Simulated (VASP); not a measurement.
# In5Sb2As3 (P2) in VASP: notebook, part 2 of 2

VASP 6.6.1.

## Step 3: Single point, PBE

This run uses another cell than the first one, of 25.93 Å³/atom.

INCAR reads:

```
PREC = Accurate ; ENCUT = 520
EDIFF = 1E-7 ; ISMEAR = 0
SIGMA = 0.1 ; LREAL = False
LASPH = True ; NELM = 100
ALGO = Normal ; ISIF = 2
LWAVE = False ; LCHARG = False
GGA = PE ; NBANDS = 56
```

KPOINTS reads:

```
regular mesh
0
Gamma
  2 6 2
```

POSCAR reads:

```
In5Sb2As3
1.0
    8.1865702400      0.0000000000      0.0000000000
    0.0000000000      3.0979619000      0.0000000000
   -2.4395327000      0.0000000000     10.2256677800
In Sb As
5 2 3
Direct
    0.8000000000      0.0000000000      0.7000000000
    0.6000000000      0.0000000000      0.9000000000
    0.4000000000      0.0000000000      0.1000000000
    0.2000000000      0.0000000000      0.3000000000
    0.0000000000      0.0000000000      0.5000000000
    0.3000000000      0.2500000000      0.7000000000
    0.7000000000      0.2500000000      0.3000000000
    0.5000000000      0.2500000000      0.5000000000
    0.1000000000      0.2500000000      0.9000000000
    0.9000000000      0.2500000000      0.1000000000
```

Potentials or basis: VASP PAW PBE potentials, release 64 (In_d, Sb, As).

The run is started by

```bash
$ cat potpaw_PBE.64/In_d/POTCAR potpaw_PBE.64/Sb/POTCAR potpaw_PBE.64/As/POTCAR > POTCAR
$ mpirun -np 1 vasp_std > vasp.out
```

OUTCAR:

```text
PREC = Accurate
   ENCUT = 520
   EDIFF = 1E-7
   ISMEAR = 0
   LREAL = False
   LASPH = True
   NELM = 100
   ISIF = 2
   GGA = PE

 ion  position               nearest neighbor table
   1  0.800  0.000  0.700-   8 2.94   9 2.94   2 2.95   5 2.95
   2  0.600  0.000  0.900-  10 2.94   6 2.94   1 2.95   3 2.95   6 3.67
   3  0.400  0.000  0.100-   9 2.94   7 2.94   4 2.95   2 2.95   7 3.67
   4  0.200  0.000  0.300-   8 2.94  10 2.94   3 2.95   5 2.95
   5  0.000  0.000  0.500-   6 2.94   7 2.94   1 2.95   4 2.95   6 3.67   7 3.67
   6  0.300  0.250  0.700-   5 2.94   2 2.94   9 2.95   8 2.95   2 3.67   5 3.67
   7  0.700  0.250  0.300-   5 2.94   3 2.94  10 2.95   8 2.95   3 3.67   5 3.67
   8  0.500  0.250  0.500-   1 2.94   4 2.94   6 2.95   7 2.95
   9  0.100  0.250  0.900-   3 2.94   1 2.94   6 2.95
  10  0.900  0.250  0.100-   2 2.94   4 2.94   7 2.95

  LATTYP: Found a simple monoclinic cell.
 ALAT       =     8.1865702400
 B/A-ratio  =     0.3784199988
 C/A-ratio  =     1.2841323981
 COS(beta)  =    -0.2320570934

  Lattice vectors:

[... 195 lines left out ...]
      1      -8.5221      2.00000
      2      -8.3869      2.00000
      3      -8.3261      2.00000
      4      -8.3102      2.00000
      5      -8.2434      2.00000
      6      -8.2157      2.00000
[... 933 lines left out ...]
     55       9.4021      0.00000
     56       9.6408      0.00000

------------------------ aborting loop because EDIFF is reached ----------------------------------------

  FORCE on cell =-STRESS in cart. coord.  units (eV):
  Direction    XX          YY          ZZ          XY          YZ          ZX
  --------------------------------------------------------------------------------------
  -------------------------------------------------------------------------------------
  Total        3.5182362     -2.6123827      4.8621356      0.0000000      0.0000000      3.6128919
  in kB       21.7353095    -16.1390377     30.0377848      0.0000000      0.0000000     22.3200830
  external PRESSURE =      11.8780189 kB  Pullay stress =       0.0000000 kB

 VOLUME and BASIS-vectors are now :
 -----------------------------------------------------------------------------
  energy-cutoff  :      520.00
  volume of cell :      259.34
      direct lattice vectors                 reciprocal lattice vectors
     8.186570240  0.000000000  0.000000000     0.122151276  0.000000000  0.029141572
     0.000000000  3.097961900  0.000000000     0.000000000  0.322792866  0.000000000
    -2.439532700  0.000000000 10.225667780     0.000000000  0.000000000  0.097793124

 POSITION                                       TOTAL-FORCE (eV/Angst)
 -----------------------------------------------------------------------------------
      4.84158      0.00000      7.15797        -0.011270     -0.020558      0.010606
      2.71636      0.00000      9.20310         0.447702     -0.065043      0.475079
      3.03067      0.00000      1.02257        -0.447702     -0.065043     -0.475079
      0.90545      0.00000      3.06770         0.011270     -0.020558     -0.010606
     -1.21977      0.00000      5.11283         0.000000     -0.136125      0.000000
      0.74830      0.77449      7.15797        -0.142825      0.147106      0.034816
      4.99874      0.77449      3.06770         0.142825      0.147106     -0.034816
      2.87352      0.77449      5.11283         0.000000      0.023179      0.000000
     -1.37692      0.77449      9.20310        -0.053177     -0.005032      0.243569
      7.12396      0.77449      1.02257         0.053177     -0.005032     -0.243569
 -----------------------------------------------------------------------------------
    total drift:                               -0.000000     -0.002371     -0.000000

  FREE ENERGIE OF THE ION-ELECTRON SYSTEM (eV)
  ---------------------------------------------------
  free  energy   TOTEN  =       -33.3971124414 eV

  energy  without entropy=      -33.3511287563  energy(sigma->0) =      -33.37412060
```

Wall time 2.8 min (1 thread of Intel Xeon 6975P-C (Granite Rapids), shared host); peak memory 0.46 GiB.

What came out:

```
Free energy            : -33.3971 eV
Pressure               : 1.2 GPa
Largest force          : 0.656 eV/Å
Band gap on the k mesh : zero (bands 45 and 46 overlap by 3.99 eV)
```

Forces in eV/Å, atoms in the order of the input:
```
In  -0.011 -0.021  0.011
In   0.448 -0.065  0.475
In  -0.448 -0.065 -0.475
In   0.011 -0.021 -0.011
In   0.000 -0.136  0.000
Sb  -0.143  0.147  0.035
Sb   0.143  0.147 -0.035
As   0.000  0.023  0.000
As  -0.053 -0.005  0.244
As   0.053 -0.005 -0.244
```

Caveat: the k points lie up to 0.39 Å⁻¹ apart, too coarse for converged energies and pressures of a metal; spin-orbit coupling is left out, which moves the levels of the heavy elements.
